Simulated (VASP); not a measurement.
A run of VASP 6.6.1 is set up as follows.

Contents of INCAR:

```
SYSTEM = SiC
PREC = Accurate ; ENCUT = 520
EDIFF = 1E-7 ; ISMEAR = 0
SIGMA = 0.05 ; LREAL = Auto
LASPH = .TRUE. ; NELM = 100
ALGO = Normal ; ISIF = 2
LWAVE = .FALSE. ; LCHARG = .FALSE.
GGA = PE ; NBANDS = 46
```

Contents of KPOINTS:

```
regular mesh
0
G
  9 5 3
  0 0 0
```

The input POSCAR:

```
SiC
1.0
    1.5458832036     -2.6775482513      0.0000000000
    0.0000000000      0.0000000000     -5.0740211774
    9.1453954114      5.2800965025      0.0000000000
Si C
8 8
Direct
    0.5000000000      0.9954364687      0.8451702382
    0.0000000000      0.9954364687      0.0845170238
    0.5000000000      0.9954364687      0.3380680952
    0.0000000000      0.9954364687      0.5916191667
    0.0000000000      0.4954364687      0.9296872621
    0.5000000000      0.4954364687      0.1690340477
    0.0000000000      0.4954364687      0.4225851191
    0.5000000000      0.4954364687      0.6761361906
    0.5000000000      0.6195635313      0.8451702382
    0.0000000000      0.6195635313      0.0845170238
    0.5000000000      0.6195635313      0.3380680952
    0.0000000000      0.6195635313      0.5916191667
    0.0000000000      0.1195635313      0.9296872621
    0.5000000000      0.1195635313      0.1690340477
    0.0000000000      0.1195635313      0.4225851191
    0.5000000000      0.1195635313      0.6761361906
```

Potentials or basis: VASP PAW PBE potentials, release 64 (Si, C).

Command:

```sh
$ cat potpaw_PBE.64/Si/POTCAR potpaw_PBE.64/C/POTCAR > POTCAR
$ mpirun -np 1 vasp_std > vasp.out
```

Task: Estimate the largest force.

Result: 2.581 eV/Å.

Task: Predict the band gap on the k mesh.

Result: 2.24 eV.

Forces in eV/Å, atoms in the order of the input:
```
Si  -0.401 -0.231  0.079
Si   2.148  1.240  0.552
Si  -0.005 -0.003 -0.059
Si  -0.020 -0.012  0.017
Si  -2.148 -1.240  0.552
Si   0.401  0.231  0.079
Si   0.020  0.012  0.017
Si   0.005  0.003 -0.059
C   -0.273 -0.158  0.119
C    2.148  1.240 -0.714
C   -0.039 -0.023  0.004
C   -0.043 -0.025  0.003
C   -2.148 -1.240 -0.714
C    0.273  0.158  0.119
C    0.043  0.025  0.003
C    0.039  0.023  0.004
```

Caveat: the cell differs from its parent crystal (the distance across one plane changed); forces of over 1 eV/Å act on the atoms, so gaps and moduli don't describe the material at rest. A k mesh can miss the band edges.
